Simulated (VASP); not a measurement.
# AlN (P6_3/mmc) in VASP: further runs, part 2 of 2

VASP 6.6.1.

## 3. Single point, PBEsol (volume 10.242 Å^3 an atom, c/a of the conventional cell 1.3374)

File INCAR:

```
SYSTEM = AlN
PREC     = Accurate       ! precision mode
ENCUT    = 520            ! plane-wave cutoff, eV
EDIFF    = 1E-6           ! SCF threshold, eV
ISMEAR   = 0              ! smearing method
SIGMA    = 0.05           ! smearing width, eV
LREAL    = .False.        ! projectors in reciprocal space
LASPH    = .True.         ! aspherical terms in the spheres
NELM     = 100            ! most SCF steps
ALGO     = Normal         ! electronic algorithm
ISIF     = 2              ! what is computed and relaxed
LWAVE    = .False.        ! write WAVECAR
LCHARG   = .False.        ! write CHGCAR
GGA      = PS             ! functional
NBANDS   = 16             ! bands
```

File KPOINTS:

```
regular mesh
0
Gamma
  9 9 6
  0 0 0
```

File POSCAR:

```
AlN
1.0
    3.2825972708      0.0000000000      0.0000000000
   -1.6412986354      2.8428126269      0.0000000000
    0.0000000000      0.0000000000      4.3901455900
Al N
2 2
Direct
    0.3333333333      0.6666666667      0.7500000000
    0.6666666667      0.3333333333      0.2500000000
    0.3333333333      0.6666666667      0.2500000000
    0.6666666667      0.3333333333      0.7500000000
```

Potentials or basis: VASP PAW PBE potentials, release 64 (Al, N).

The run is started by

```console
$ cat potpaw_PBE.64/Al/POTCAR potpaw_PBE.64/N/POTCAR > POTCAR
$ mpirun -np 1 vasp_std > vasp.out
```

OUTCAR:

```text
SYSTEM = AlN
   PREC = Accurate
   ENCUT = 520
   EDIFF = 1E-6
   ISMEAR = 0
   LREAL = .False.
   LASPH = .True.
   NELM = 100
   ISIF = 2
   GGA = PS

 ion  position               nearest neighbor table
   1  0.333  0.667  0.750-   4 1.90   4 1.90   4 1.90   3 2.20   3 2.20   2 2.90   2 2.90   2 2.90
                             2 2.90   2 2.90   2 2.90
   2  0.667  0.333  0.250-   3 1.90   3 1.90   3 1.90   4 2.20   4 2.20   1 2.90   1 2.90   1 2.90
                             1 2.90   1 2.90   1 2.90
   3  0.333  0.667  0.250-   2 1.90   2 1.90   2 1.90   1 2.20   1 2.20
   4  0.667  0.333  0.750-   1 1.90   1 1.90   1 1.90   2 2.20   2 2.20

  LATTYP: Found a hexagonal cell.
 ALAT       =     3.2825972708
 C/A-ratio  =     1.3374000000

  Lattice vectors:

 A1 = (   3.2825972708,   0.0000000000,   0.0000000000)
 A2 = (  -1.6412986354,   2.8428126269,   0.0000000000)
 A3 = (   0.0000000000,   0.0000000000,   4.3901455900)

Analysis of symmetry for initial positions (statically):
=====================================================================
 Subroutine PRICEL returns:
 Original cell was already a primitive cell.

 Routine SETGRP: Setting up the symmetry group for a
 hexagonal supercell.

 Subroutine GETGRP returns: Found 24 space group operations
 (whereof 12 operations were pure point group operations)
 out of a pool of 24 trial point group operations.

The static configuration has the point symmetry D_3d.
 The point group associated with its full space group is D_6h.

Analysis of symmetry for dynamics (positions and initial velocities):
=====================================================================
 Subroutine PRICEL returns:
 Original cell was already a primitive cell.

 Routine SETGRP: Setting up the symmetry group for a
 hexagonal supercell.

 Subroutine GETGRP returns: Found 24 space group operations
 (whereof 12 operations were pure point group operations)
 out of a pool of 24 trial point group operations.

The dynamic configuration has the point symmetry D_3d.
 The point group associated with its full space group is D_6h.

 Subroutine INISYM returns: Found 24 space group operations
 (whereof 12 operations are pure point group operations),
 and found     1 'primitive' translations

----------------------------------------------------------------------------------------

                                     Primitive cell

  volume of cell :      40.9680

  direct lattice vectors                    reciprocal lattice vectors
     3.282597271  0.000000000  0.000000000     0.304636822  0.175882151  0.000000000
    -1.641298635  2.842812627  0.000000000     0.000000000  0.351764302  0.000000000
     0.000000000  0.000000000  4.390145590     0.000000000  0.000000000  0.227782879

  length of vectors
     3.282597271  3.282597271  4.390145590     0.351764302  0.351764302  0.227782879

  position of ions in fractional coordinates (direct lattice)
     0.333333333  0.666666667  0.750000000
     0.666666667  0.333333333  0.250000000
     0.333333333  0.666666667  0.250000000
     0.666666667  0.333333333  0.750000000

  ion indices of the primitive-cell ions
   primitive index   ion index
                 1           1
                 2           2
                 3           3
                 4           4

----------------------------------------------------------------------------------------

[... 31 lines left out ...]
  0.111111  0.111111  0.000000      6.000000
[... 16 lines left out ...]
  0.333333  0.222222  0.166667     24.000000
  0.333333  0.333333  0.166667      4.000000
 [... further k-points ...]
   k-points           NKPTS =     48   k-points in BZ     NKDIM =     48   number of bands    NBANDS=     16
   number of dos      NEDOS =    301   number of ions     NIONS =      4
   total plane-waves  NPLWV =  20736
   dimension x,y,z NGX =    24 NGY =   24 NGZ =   36
   dimension x,y,z NGXF=    48 NGYF=   48 NGZF=   72
   ions per type =               2   2
   NGX,Y,Z   is equivalent  to a cutoff of  12.15, 12.15, 13.63 a.u.
   NGXF,Y,Z  is equivalent  to a cutoff of  24.31, 24.31, 27.26 a.u.
 SYSTEM =  AlN
   PREC   = accura    normal or accurate (medium, high low for compatibility)
   ISTART =      0    job   : 0-new  1-cont  2-samecut
   ICHARG =      2    charge: 1-file 2-atom 10-const
   ISPIN  =      1    spin polarized calculation?
   LNONCOLLINEAR =      F non collinear calculations
   LSORBIT =      F    spin-orbit coupling
   LASPH  =      T    aspherical Exc in radial PAW
   ENCUT  =  520.0 eV  38.22 Ry    6.18 a.u.   6.10  6.10  8.16*2*pi/ulx,y,z
   NELM   =    100;   NELMIN=  2; NELMDL= -5     # of ELM steps
   EDIFF  = 0.1E-05   stopping-criterion for ELM
   LREAL  =      F    real-space projection
   EDIFFG = 0.1E-04   stopping-criterion for IOM
   NSW    =      0    number of steps for IOM
   IBRION =     -1    ionic relax: 0-MD 1-quasi-New 2-CG
   NFREE  =      0    steps in history (QN), initial steepest desc. (CG)
   ISIF   =      2    stress and relaxation
   ISYM   =      2    0-nonsym 1-usesym 2-fastsym
   POTIM  = 0.5000    time-step for ionic-motion
   TEBEG  =    0.0;   TEEND  =   0.0 temperature during run
   PSTRESS=    0.0 pullay stress
   NELECT =      16.0000    total number of electrons
   NUPDOWN=      -1.0000    fix difference up-down
   EMIN   =  10.00;   EMAX   =-10.00  energy-range for DOS
   EFERMI =   0.00;   METHOD = LEGACY
   ISMEAR =     0;   SIGMA  =   0.05  broadening in eV -4-tet -1-fermi 0-gaus
   EFERMI_NEDOS =   21; number of points for ismear=-14 and -15
   IALGO  =     38    algorithm
   IMIX   =      4    mixing-type and parameters
     AMIX     =   0.40;   BMIX     =  1.00
     AMIX_MAG =   1.60;   BMIX_MAG =  1.00
  volume/ion in A,a.u.               =      10.24        69.12
  Fermi-wavevector in a.u.,A,eV,Ry     =   1.196648  2.261338 19.483100  1.431967
  Thomas-Fermi vector in A             =   2.332583
   LORBIT       =      0    0 simple, 1 ext, 2 COOP (PROOUT), +10 PAW based schemes
   GGA     = PS    functional components
   LHFCALC =     F    Hartree Fock is set to
   AEXX    =    0.0000 exact exchange contribution
   IVDW    =     0    specifies the selected vdW correction
   LEPSILON=     F    determine dielectric tensor
   LRPA    =     F    only Hartree local field effects (RPA)
 non-spin polarized calculation
 Gauss-broadening in eV      SIGMA  =   0.05
  energy-cutoff  :      520.00
  volume of cell :       40.97
 maximum number of plane-waves:      1116
   NGX = 13   NGY = 13   NGZ = 17

 number of electron      15.9999996 magnetization

 Free energy of the ion-electron system (eV)
  ---------------------------------------------------
  ext. energy  EPLUGINS =         0.00000000
  ---------------------------------------------------
  free energy    TOTEN  =       -30.85575481 eV

  energy without entropy =      -30.85575481  energy(sigma->0) =      -30.85575481

 E-fermi :   7.9285     XC(G=0): -11.2266

 val. band max:        7.7175094268   @ k =   0.0000   0.0000   0.0000
 cond. band min:      10.5438131516   @ k =   0.0000   0.0000   0.0000
 fundamental gap:      2.8263037248
 Fermi energy:         7.9284996040

 k-point     1 :       0.0000    0.0000    0.0000
  band No.  band energies     occupation
      1      -8.9817      2.00000
      2      -5.7601      2.00000
      3       0.7106      2.00000
      4       4.5000      2.00000
      5       4.5000      2.00000
      6       5.8647      2.00000
[... 433 lines left out ...]
      3       1.1669      2.00000
      4       2.0335      2.00000
      5       2.0335      2.00000
      6       4.2101      2.00000
[... 8 lines left out ...]
     15      18.3385      0.00000
     16      20.1323      0.00000

 [... further k-points ...]

------------------------ aborting loop because EDIFF is reached ----------------------------------------

  FORCE on cell =-STRESS in cart. coord.  units (eV):
  Direction    XX          YY          ZZ          XY          YZ          ZX
  --------------------------------------------------------------------------------------
  -------------------------------------------------------------------------------------
  Total       -1.0466626     -1.0466626     -3.0014535      0.0000000      0.0000000      0.0000000
  in kB      -40.9328994    -40.9328994   -117.3809025      0.0000000      0.0000000      0.0000000
  external PRESSURE =     -66.4155671 kB  Pullay stress =       0.0000000 kB

 VOLUME and BASIS-vectors are now :
 -----------------------------------------------------------------------------
  energy-cutoff  :      520.00
  volume of cell :       40.97
      direct lattice vectors                 reciprocal lattice vectors
     3.282597271  0.000000000  0.000000000     0.304636822  0.175882151  0.000000000
    -1.641298635  2.842812627  0.000000000     0.000000000  0.351764302  0.000000000
     0.000000000  0.000000000  4.390145590     0.000000000  0.000000000  0.227782879

 POSITION                                       TOTAL-FORCE (eV/Angst)
 -----------------------------------------------------------------------------------
     -0.00000      1.89521      3.29261        -0.000000     -0.000000      0.000000
      1.64130      0.94760      1.09754        -0.000000     -0.000000      0.000000
     -0.00000      1.89521      1.09754         0.000000      0.000000      0.000000
      1.64130      0.94760      3.29261         0.000000     -0.000000      0.000000
 -----------------------------------------------------------------------------------
    total drift:                               -0.000000      0.000000     -0.000000

  FREE ENERGIE OF THE ION-ELECTRON SYSTEM (eV)
  ---------------------------------------------------
  free  energy   TOTEN  =       -30.8557548099 eV

  energy  without entropy=      -30.8557548099  energy(sigma->0) =      -30.85575481
```

Wall time 16 s (1 thread of AMD EPYC 9R45 (Zen 5), shared host); peak memory 0.13 GiB.

Results:

| Quantity | Value |
| --- | --- |
| Free energy | -30.8558 eV |
| Pressure | -6.6 GPa |
| Band gap on the k mesh | 2.83 eV, direct |

Caveat: the PAW data sets were made with another functional, which shifts forces and pressure a little.

## 4. Single point, PBEsol (volume 10.712 Å^3 an atom, c/a of the conventional cell 1.2147)

File INCAR:

```
SYSTEM = AlN
ALGO = Normal ; EDIFF = 1E-6
ENCUT = 520 ; GGA = PS
ISIF = 2 ; ISMEAR = 0
LASPH = .True. ; LCHARG = .False.
LREAL = .False. ; LWAVE = .False.
NBANDS = 16 ; NELM = 60
PREC = Accurate ; SIGMA = 0.05
```

File KPOINTS:

```
k-points
0
Gamma
  9 9 6
  0 0 0
```

File POSCAR:

```
AlN
1.0
    3.4406748323      0.0000000000      0.0000000000
   -1.7203374162      2.9797118109      0.0000000000
    0.0000000000      0.0000000000      4.1793877188
Al N
2 2
Direct
    0.3333333333      0.6666666667      0.7500000000
    0.6666666667      0.3333333333      0.2500000000
    0.3333333333      0.6666666667      0.2500000000
    0.6666666667      0.3333333333      0.7500000000
```

Potentials or basis: VASP PAW PBE potentials, release 64 (Al, N).

The run is started by

```console
$ cat potpaw_PBE.64/Al/POTCAR potpaw_PBE.64/N/POTCAR > POTCAR
$ mpirun -np 1 vasp_std > vasp.out
```

OUTCAR:

```text
SYSTEM = AlN
   EDIFF = 1E-6
   ENCUT = 520
   GGA = PS
   ISIF = 2
   ISMEAR = 0
   LASPH = .True.
   LREAL = .False.
   NELM = 60
   PREC = Accurate

 ion  position               nearest neighbor table
   1  0.333  0.667  0.750-   4 1.99   4 1.99   4 1.99   3 2.09   3 2.09   2 2.88   2 2.88   2 2.88
                             2 2.88   2 2.88   2 2.88
   2  0.667  0.333  0.250-   3 1.99   3 1.99   3 1.99   4 2.09   4 2.09   1 2.88   1 2.88   1 2.88
                             1 2.88   1 2.88   1 2.88
   3  0.333  0.667  0.250-   2 1.99   2 1.99   2 1.99   1 2.09   1 2.09
   4  0.667  0.333  0.750-   1 1.99   1 1.99   1 1.99   2 2.09   2 2.09

  LATTYP: Found a hexagonal cell.
 ALAT       =     3.4406748323
 C/A-ratio  =     1.2147000000

  Lattice vectors:

 A1 = (   3.4406748323,   0.0000000000,   0.0000000000)
 A2 = (  -1.7203374162,   2.9797118109,   0.0000000000)
 A3 = (   0.0000000000,   0.0000000000,   4.1793877188)

Analysis of symmetry for initial positions (statically):
=====================================================================
 Subroutine PRICEL returns:
 Original cell was already a primitive cell.

 Routine SETGRP: Setting up the symmetry group for a
 hexagonal supercell.
[... 171 lines left out ...]

  energy without entropy =      -30.71194946  energy(sigma->0) =      -30.71194946

 E-fermi :   7.1189     XC(G=0): -11.0207

 val. band max:        6.8610004908   @ k =   0.0000   0.0000   0.0000
 cond. band min:       9.6423081893   @ k =   0.0000   0.0000   0.0000
 fundamental gap:      2.7813076985
 Fermi energy:         7.1189156889

 k-point     1 :       0.0000    0.0000    0.0000
  band No.  band energies     occupation
      1      -9.1806      2.00000
      2      -5.6752      2.00000
      3       0.6278      2.00000
      4       3.8453      2.00000
      5       3.8453      2.00000
      6       5.6367      2.00000
[... 433 lines left out ...]
      3       0.8843      2.00000
      4       1.7016      2.00000
      5       1.7016      2.00000
      6       4.4502      2.00000
[... 8 lines left out ...]
     15      17.9140      0.00000
     16      19.3859      0.00000

 [... further k-points ...]
[... 5 lines left out ...]
  --------------------------------------------------------------------------------------
  -------------------------------------------------------------------------------------
  Total       -5.0647613     -5.0647613     -3.4201748      0.0000000      0.0000000      0.0000000
  in kB     -189.3821371   -189.3821371   -127.8875692      0.0000000      0.0000000      0.0000000
  external PRESSURE =    -168.8839478 kB  Pullay stress =       0.0000000 kB

 VOLUME and BASIS-vectors are now :
 -----------------------------------------------------------------------------
  energy-cutoff  :      520.00
  volume of cell :       42.85
      direct lattice vectors                 reciprocal lattice vectors
     3.440674832  0.000000000  0.000000000     0.290640659  0.167801463  0.000000000
    -1.720337416  2.979711811  0.000000000     0.000000000  0.335602925  0.000000000
     0.000000000  0.000000000  4.179387719     0.000000000  0.000000000  0.239269498

 POSITION                                       TOTAL-FORCE (eV/Angst)
 -----------------------------------------------------------------------------------
     -0.00000      1.98647      3.13454        -0.000000      0.000000      0.000000
      1.72034      0.99324      1.04485        -0.000000      0.000000      0.000000
     -0.00000      1.98647      1.04485         0.000000     -0.000000      0.000000
      1.72034      0.99324      3.13454        -0.000000      0.000000      0.000000
 -----------------------------------------------------------------------------------
    total drift:                               -0.000000      0.000000     -0.000000

  FREE ENERGIE OF THE ION-ELECTRON SYSTEM (eV)
  ---------------------------------------------------
  free  energy   TOTEN  =       -30.7119494638 eV

  energy  without entropy=      -30.7119494638  energy(sigma->0) =      -30.71194946
```

stdout:

```text
POSCAR found type information on POSCAR AlN
 POSCAR found :  2 types and       4 ions
 scaLAPACK will be used
 -----------------------------------------------------------------------------
|                                                                             |
|                                                                             |
|     You enforced a specific xc type in the INCAR file but a different       |
|     I HOPE YOU KNOW WHAT YOU ARE DOING!                                     |
|                                                                             |
 -----------------------------------------------------------------------------

 LDA part: xc-table for (Slater+PW92), standard interpolation
 POSCAR, INCAR and KPOINTS ok, starting setup
 FFT: planning ... GRIDC
 FFT: planning ... GRID_SOFT
 FFT: planning ... GRID
 WAVECAR not read
 entering main loop
```

Wall time 18 s (1 thread of AMD EPYC 9R45 (Zen 5), shared host); peak memory 0.14 GiB.

What came out:

* Free energy: -30.7119 eV
* Pressure: -16.9 GPa
* Band gap on the k mesh: 2.78 eV, direct

Caveat: the PAW data sets were made with another functional, which shifts forces and pressure a little.

## 5. Summary

| cell | gap on the mesh (eV) | pressure (GPa) |
| --- | --- | --- |
| a = 3.346, b = 3.346, c = 4.130 Å, angles 90.0, 90.0, 120.0°, 4 atoms | 3.21 | -5.2 |
| a = 3.283, b = 3.283, c = 4.390 Å, angles 90.0, 90.0, 120.0°, 4 atoms | 2.83 | -6.6 |
| a = 3.441, b = 3.441, c = 4.179 Å, angles 90.0, 90.0, 120.0°, 4 atoms | 2.78 | -16.9 |

Alike in all rows: task single point; level PBEsol; potentials or basis VASP PAW PBE potentials, release 64 (Al, N); no spin polarisation; k mesh 9 × 9 × 6; cutoff (eV) 520; smearing gaussian 0.05 eV.

Caveats: the PAW data sets were made with another functional, which shifts forces and pressure a little.

Absolute energies hang on the potentials; compare differences alone.
